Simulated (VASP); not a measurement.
# IrO2 (P4_2/mnm) in VASP: single point with PBEsol

Aim: the single point of IrO2 with PBEsol.

All numbers are computed with VASP 6.6.1; they aren't measurements. Logs are shortened: lines on timing, memory, paths and dates and some standing lists are left out, and cuts for length are marked.

### Step 1. The cell of the first run

It takes space group P4_2/mnm (No. 136, tetragonal). The conventional cell has a = 4.505 Å, b = 4.505 Å, c = 3.159 Å, α = 90.00°, β = 90.00°, γ = 90.00°. Within 2.6 Å of Ir (site symmetry mmm) lie 6 O at 1.96 to 2.00 Å. Within 2.6 Å of O (site symmetry m2m) lie 3 Ir at 1.96 to 2.00 Å and 1 O at 2.45 Å.

### Step 2. Single point, PBEsol, collinear spin

Contents of INCAR:

```
ALGO = Normal
EDIFF = 1E-6
ENCUT = 700
GGA = PS
GGA_COMPAT = F
ISIF = 2
ISMEAR = -1
ISPIN = 2
LASPH = T
LCHARG = F
LMAXMIX = 4
LORBIT = 11
LREAL = F
LWAVE = F
MAGMOM = 0.5 0.5 0 0 0 0
NBANDS = 42
NELM = 200
PREC = Accurate
SIGMA = 0.02
```

Contents of KPOINTS:

```
k-points
0
Gamma
  5 5 7
```

Contents of POSCAR:

```
IrO2
1.0
    4.5051000000      0.0000000000      0.0000000000
    0.0000000000      4.5051000000      0.0000000000
    0.0000000000      0.0000000000      3.1586000000
Ir O
2 4
Direct
    0.0000000000      0.0000000000      0.0000000000
    0.5000000000      0.5000000000      0.5000000000
    0.3077000000      0.3077000000      0.0000000000
    0.1923000000      0.8077000000      0.5000000000
    0.6923000000      0.6923000000      0.0000000000
    0.8077000000      0.1923000000      0.5000000000
```

Potentials or basis: VASP PAW PBE potentials, release 64 (Ir_sv_GW, O).

Run with:

```
> cat potpaw_PBE.64/Ir_sv_GW/POTCAR potpaw_PBE.64/O/POTCAR > POTCAR
> mpirun -np 1 vasp_std > vasp.out
```

OUTCAR:

```text
EDIFF = 1E-6
   ENCUT = 700
   GGA = PS
   ISIF = 2
   ISMEAR = -1
   ISPIN = 2
   LASPH = T
   LORBIT = 11
   LREAL = F
   NELM = 200
   PREC = Accurate

 ion  position               nearest neighbor table
   1  0.000  0.000  0.000-   3 1.96   5 1.96   4 2.00   6 2.00   4 2.00   6 2.00
   2  0.500  0.500  0.500-   4 1.96   6 1.96   5 2.00   3 2.00   3 2.00   5 2.00
   3  0.308  0.308  0.000-   1 1.96   2 2.00   2 2.00
   4  0.192  0.808  0.500-   2 1.96   1 2.00   1 2.00
   5  0.692  0.692  0.000-   1 1.96   2 2.00   2 2.00
   6  0.808  0.192  0.500-   2 1.96   1 2.00   1 2.00

  LATTYP: Found a simple tetragonal cell.
 ALAT       =     4.5051000000
 C/A-ratio  =     0.7011165124

  Lattice vectors:

 A1 = (   4.5051000000,   0.0000000000,   0.0000000000)
 A2 = (   0.0000000000,   4.5051000000,   0.0000000000)
 A3 = (   0.0000000000,   0.0000000000,   3.1586000000)

Analysis of symmetry for initial positions (statically):
=====================================================================
 Subroutine PRICEL returns:
 Original cell was already a primitive cell.

 Routine SETGRP: Setting up the symmetry group for a
 simple tetragonal supercell.

 Subroutine GETGRP returns: Found 16 space group operations
 (whereof  8 operations were pure point group operations)
 out of a pool of 16 trial point group operations.

The static configuration has the point symmetry D_2h.
 The point group associated with its full space group is D_4h.

Analysis of symmetry for dynamics (positions and initial velocities):
=====================================================================
 Subroutine PRICEL returns:
 Original cell was already a primitive cell.

 Routine SETGRP: Setting up the symmetry group for a
 simple tetragonal supercell.

 Subroutine GETGRP returns: Found 16 space group operations
 (whereof  8 operations were pure point group operations)
 out of a pool of 16 trial point group operations.

The dynamic configuration has the point symmetry D_2h.
 The point group associated with its full space group is D_4h.

Analysis of structural, dynamic, and magnetic symmetry:
=====================================================================
 Subroutine PRICEL returns:
 Original cell was already a primitive cell.

 Routine SETGRP: Setting up the symmetry group for a
 simple tetragonal supercell.

 Subroutine GETGRP returns: Found 16 space group operations
 (whereof  8 operations were pure point group operations)
 out of a pool of 16 trial point group operations.

The overall configuration has the point symmetry D_2h.
 The point group associated with its full space group is D_4h.

 Subroutine INISYM returns: Found 16 space group operations
 (whereof  8 operations are pure point group operations),
 and found     1 'primitive' translations

----------------------------------------------------------------------------------------

                                     Primitive cell

  volume of cell :      64.1067

  direct lattice vectors                    reciprocal lattice vectors
     4.505100000  0.000000000  0.000000000     0.221970655  0.000000000  0.000000000
     0.000000000  4.505100000  0.000000000     0.000000000  0.221970655  0.000000000
     0.000000000  0.000000000  3.158600000     0.000000000  0.000000000  0.316595960

  length of vectors
     4.505100000  4.505100000  3.158600000     0.221970655  0.221970655  0.316595960

  position of ions in fractional coordinates (direct lattice)
     0.000000000  0.000000000  0.000000000
     0.500000000  0.500000000  0.500000000
     0.307700000  0.307700000  0.000000000
     0.192300000  0.807700000  0.500000000
     0.692300000  0.692300000  0.000000000
     0.807700000  0.192300000  0.500000000

  ion indices of the primitive-cell ions
   primitive index   ion index
                 1           1
                 2           2
                 3           3
                 4           4
[... 34 lines left out ...]
  0.200000  0.200000  0.000000      4.000000
  0.400000  0.200000  0.000000      8.000000
  0.400000  0.400000  0.000000      4.000000
[... 16 lines left out ...]
  0.400000  0.200000  0.428571     16.000000
  0.400000  0.400000  0.428571      8.000000
   k-points           NKPTS =     24   k-points in BZ     NKDIM =     24   number of bands    NBANDS=     42
   number of dos      NEDOS =    301   number of ions     NIONS =      6
   total plane-waves  NPLWV =  44800
   dimension x,y,z NGX =    40 NGY =   40 NGZ =   28
   dimension x,y,z NGXF=    80 NGYF=   80 NGZF=   56
   ions per type =               2   4
   NGX,Y,Z   is equivalent  to a cutoff of  14.76, 14.76, 14.74 a.u.
   NGXF,Y,Z  is equivalent  to a cutoff of  29.52, 29.52, 29.47 a.u.
 SYSTEM =  unknown system
   PREC   = accura    normal or accurate (medium, high low for compatibility)
   ISTART =      0    job   : 0-new  1-cont  2-samecut
   ICHARG =      2    charge: 1-file 2-atom 10-const
   ISPIN  =      2    spin polarized calculation?
   LNONCOLLINEAR =      F non collinear calculations
   LSORBIT =      F    spin-orbit coupling
   LASPH  =      T    aspherical Exc in radial PAW
   ENCUT  =  700.0 eV  51.45 Ry    7.17 a.u.   9.72  9.72  6.81*2*pi/ulx,y,z
   NELM   =    200;   NELMIN=  2; NELMDL= -5     # of ELM steps
   EDIFF  = 0.1E-05   stopping-criterion for ELM
   LREAL  =      F    real-space projection
   EDIFFG = 0.1E-04   stopping-criterion for IOM
   NSW    =      0    number of steps for IOM
   IBRION =     -1    ionic relax: 0-MD 1-quasi-New 2-CG
   NFREE  =      0    steps in history (QN), initial steepest desc. (CG)
   ISIF   =      2    stress and relaxation
   ISYM   =      2    0-nonsym 1-usesym 2-fastsym
   POTIM  = 0.5000    time-step for ionic-motion
   TEBEG  =    0.0;   TEEND  =   0.0 temperature during run
   PSTRESS=    0.0 pullay stress
   NELECT =      58.0000    total number of electrons
   NUPDOWN=      -1.0000    fix difference up-down
   EMIN   =  10.00;   EMAX   =-10.00  energy-range for DOS
   EFERMI =   0.00;   METHOD = LEGACY
   ISMEAR =    -1;   SIGMA  =   0.02  broadening in eV -4-tet -1-fermi 0-gaus
   EFERMI_NEDOS =   21; number of points for ismear=-14 and -15
   IALGO  =     38    algorithm
   IMIX   =      4    mixing-type and parameters
     AMIX     =   0.40;   BMIX     =  1.00
     AMIX_MAG =   1.60;   BMIX_MAG =  1.00
  volume/ion in A,a.u.               =      10.68        72.10
  Fermi-wavevector in a.u.,A,eV,Ry     =   1.583372  2.992139 34.110721  2.507067
  Thomas-Fermi vector in A             =   2.683153
   LORBIT       =     11    0 simple, 1 ext, 2 COOP (PROOUT), +10 PAW based schemes
   GGA     = PS    functional components
   LHFCALC =     F    Hartree Fock is set to
   AEXX    =    0.0000 exact exchange contribution
   IVDW    =     0    specifies the selected vdW correction
   LEPSILON=     F    determine dielectric tensor
   LRPA    =     F    only Hartree local field effects (RPA)
 spin polarized calculation
  energy-cutoff  :      700.00
  volume of cell :       64.11
 maximum number of plane-waves:      2722
 NGX is ok and might be reduce to    40
   NGX = 19   NGY = 19   NGZ = 13

 number of electron      58.0000003 magnetization       0.0003271

 number of electron      58.0000003 magnetization      -0.0001654

 Free energy of the ion-electron system (eV)
  ---------------------------------------------------
  ext. energy  EPLUGINS =         0.00000000
  ---------------------------------------------------
  free energy    TOTEN  =       -46.96659171 eV

  energy without entropy =      -46.95807982  energy(sigma->0) =      -46.96233576

 E-fermi :   7.1908     XC(G=0): -12.5266

 val. band max:        7.1784567027   @ k =   0.4000   0.4000   0.0000
 cond. band min:       7.1985622195   @ k =   0.4000   0.4000   0.1429
 fundamental gap:      0.0201055168
 Fermi energy:         7.1907766555

 spin component 1

 k-point     1 :       0.0000    0.0000    0.0000
  band No.  band energies     occupation
      1     -86.4067      1.00000
      2     -86.4051      1.00000
      3     -43.2895      1.00000
      4     -43.2895      1.00000
      5     -43.1570      1.00000
      6     -43.1416      1.00000
[... 1045 lines left out ...]
     40      18.7586      0.00000
     41      19.9401      0.00000
 Fermi energy:         7.1907766555

 spin component 2

 k-point     1 :       0.0000    0.0000    0.0000
  band No.  band energies     occupation
      1     -86.4067      1.00000
      2     -86.4051      1.00000
      3     -43.2895      1.00000
      4     -43.2895      1.00000
      5     -43.1570      1.00000
      6     -43.1417      1.00000
[... 1045 lines left out ...]
     40      18.7586      0.00000
     41      19.9401      0.00000
 [bands above 41 left out]

------------------------ aborting loop because EDIFF is reached ----------------------------------------

  FORCE on cell =-STRESS in cart. coord.  units (eV):
  Direction    XX          YY          ZZ          XY          YZ          ZX
  --------------------------------------------------------------------------------------
  -------------------------------------------------------------------------------------
  Total       -1.8568569     -1.8568569     -2.1116473      0.0000000      0.0000000      0.0000000
  in kB      -46.4072154    -46.4072154    -52.7750275      0.0000000      0.0000000      0.0000000
  external PRESSURE =     -48.5298194 kB  Pullay stress =       0.0000000 kB

 VOLUME and BASIS-vectors are now :
 -----------------------------------------------------------------------------
  energy-cutoff  :      700.00
  volume of cell :       64.11
      direct lattice vectors                 reciprocal lattice vectors
     4.505100000  0.000000000  0.000000000     0.221970655  0.000000000  0.000000000
     0.000000000  4.505100000  0.000000000     0.000000000  0.221970655  0.000000000
     0.000000000  0.000000000  3.158600000     0.000000000  0.000000000  0.316595960

 POSITION                                       TOTAL-FORCE (eV/Angst)
 -----------------------------------------------------------------------------------
      0.00000      0.00000      0.00000         0.000000      0.000000      0.000000
      2.25255      2.25255      1.57930         0.000000      0.000000      0.000000
      1.38622      1.38622      0.00000         0.079706      0.079706      0.000000
      0.86633      3.63877      1.57930        -0.079706      0.079706      0.000000
      3.11888      3.11888      0.00000        -0.079706     -0.079706     -0.000000
      3.63877      0.86633      1.57930         0.079706     -0.079706      0.000000
 -----------------------------------------------------------------------------------
    total drift:                                0.000000     -0.000000     -0.000000

  FREE ENERGIE OF THE ION-ELECTRON SYSTEM (eV)
  ---------------------------------------------------
  free  energy   TOTEN  =       -46.9665917090 eV

  energy  without entropy=      -46.9580798156  energy(sigma->0) =      -46.96233576

 total charge

# of ion       s       p       d       f       tot
--------------------------------------------------
    1        3.777   6.123   6.187   0.065  16.151
    2        3.777   6.123   6.187   0.065  16.151
    3        1.543   3.445   0.000   0.000   4.987
    4        1.543   3.445   0.000   0.000   4.987
    5        1.543   3.445   0.000   0.000   4.987
    6        1.543   3.445   0.000   0.000   4.987
--------------------------------------------------
tot         13.725  26.025  12.373   0.130  52.252

 magnetization (x)

# of ion       s       p       d       f       tot
--------------------------------------------------
    1       -0.000  -0.000  -0.000  -0.000  -0.000
    2       -0.000  -0.000  -0.000  -0.000  -0.000
    3       -0.000  -0.000   0.000   0.000  -0.000
    4       -0.000  -0.000   0.000   0.000  -0.000
    5       -0.000  -0.000   0.000   0.000  -0.000
    6       -0.000  -0.000   0.000   0.000  -0.000
--------------------------------------------------
tot         -0.000  -0.000  -0.000  -0.000  -0.000
```

Run time: 2.9 min. Hardware: 1 thread of Intel Xeon Platinum 8488C (Sapphire Rapids), shared host; peak memory 0.32 GiB.

Results:

```
Free energy                                           : -46.9666 eV
Pressure                                              : -4.9 GPa
Largest force                                         : 0.113 eV/Å
Band gap on the k mesh                                : zero (filled and empty bands overlap)
Net moment                                            : 0.00 μB per cell
Valence electrons inside the program's atomic spheres : Ir 16.15; O 4.99
```

Forces on the atoms (eV/Å):
```
Ir   0.000  0.000  0.000
Ir   0.000  0.000  0.000
O    0.080  0.080  0.000
O   -0.080  0.080  0.000
O   -0.080 -0.080  0.000
O    0.080 -0.080  0.000
```

Caveat: the cell stands under tension; the PAW data sets were made with another functional, which shifts forces and pressure a little; spin-orbit coupling is left out, which moves the levels of the heavy elements.

The gap in the log of VASP goes by the Fermi energy; the results here count the filled bands.